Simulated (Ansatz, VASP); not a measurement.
# ZnO: VASP beside Ansatz

```
Zn O
1.0
     0.00000    2.13243    2.13243
     2.13243    0.00000    2.13243
     2.13243    2.13243    0.00000
Zn O
1 1
Direct
  0.00000 0.00000 0.00000
  0.50000 0.50000 0.50000
```

Alike in both runs: functional r2SCAN; k mesh 8 × 8 × 8; occupations gaussian, width 0.1 eV; no spin polarisation.

Ansatz relaxed the structure, and its values are those at the end. VASP's run is a single point on that final structure, the one shown.

|  | VASP | Ansatz |
| --- | --- | --- |
| version | VASP 6.6.1 | Ansatz 0.2.0 |
| potentials or method | VASP PAW PBE potentials, release 64 (Zn, O), cutoff 520 eV | scalar-relativistic, plane waves, PAW |
| valence electrons in the cell | 18 | 18 |

Ansatz gave:

```
gap on the k mesh at the Fermi level (eV) : 1.58
least direct gap on the mesh (eV)         : 3.02
pressure (GPa)                            : 0.4
```

Q: Which values does VASP return?

A: gap on the k mesh at the Fermi level (eV): 1.56; least direct gap on the mesh (eV): 3.00; pressure (GPa): 1.8.

VASP's potentials were made for PBE, not for r2SCAN. The functional is the same, so the differences come from potentials, cutoffs and numerics.
